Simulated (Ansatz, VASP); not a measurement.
**One calculation of CaS2, two programs**

```
Ca S
1.0
     2.29159    1.32305    3.78218
    -2.29159    1.32305    3.78218
     0.00000   -2.64610    3.78218
Ca S
1 2
Direct
  0.00000 0.00000 0.00000
  0.75091 0.75091 0.75091
  0.24909 0.24909 0.24909
```

Alike in both runs: functional PBE; dispersion D3(BJ); k mesh 6 × 6 × 6; occupations gaussian, width 0.1 eV; no spin polarisation.

Ansatz relaxed the structure, and its values are those at the end. VASP's run is a single point on that final structure, the one shown.

|  | VASP | Ansatz |
| --- | --- | --- |
| version | VASP 6.6.1 | Ansatz 0.2.0 |
| potentials or method | VASP PAW PBE potentials, release 64 (Ca_sv, S), cutoff 520 eV | scalar-relativistic, plane waves, PAW |
| valence electrons in the cell | 22 | 22 |

```tsv
	VASP	Ansatz	Ansatz less VASP
gap on the k mesh at the Fermi level (eV)	none	none	-
pressure (GPa)	0.3	0.1	-0.13
rms of the force components (eV/Å)	0.006	0.006	+0.0003
```

A gap of «none» marks a metal or a gap that the smearing closes.
